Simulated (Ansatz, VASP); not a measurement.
## Two plane-wave programs on TaSi

```
CELL_PARAMETERS angstrom
0.00000 2.96818 2.96818
2.96818 0.00000 2.96818
2.96818 2.96818 0.00000
ATOMIC_POSITIONS crystal
Ta 0.00000 0.00000 0.00000
Si 0.25000 0.25000 0.25000
```

Alike in both runs: task relaxation of cell and atoms; functional PBE; k mesh 10 × 10 × 10; occupations fermi-dirac, width 0.08 eV; no spin polarisation.

|  | VASP | Ansatz |
| --- | --- | --- |
| version | VASP 6.6.1 | Ansatz 0.2.0 |
| potentials or method | VASP PAW PBE potentials, release 64 (Ta_pv, Si) | PAW with Ansatz's default frozen-core files, scalar-relativistic |
| plane-wave cutoff (eV) | 600 | 420 |
| valence electrons in the cell | 15 | 17 |

```tsv
	VASP	Ansatz	Ansatz less VASP
relaxed volume (Å³/atom)	24.03	24.02	-0.009
relaxed cell length with the largest relative difference (Å)	4.081	4.080	-0.0005
```

VASP's potentials hold 15 valence electrons a cell and Ansatz's 17, so a difference there can come from the potentials and not from the codes.

Spin-orbit coupling is off throughout.
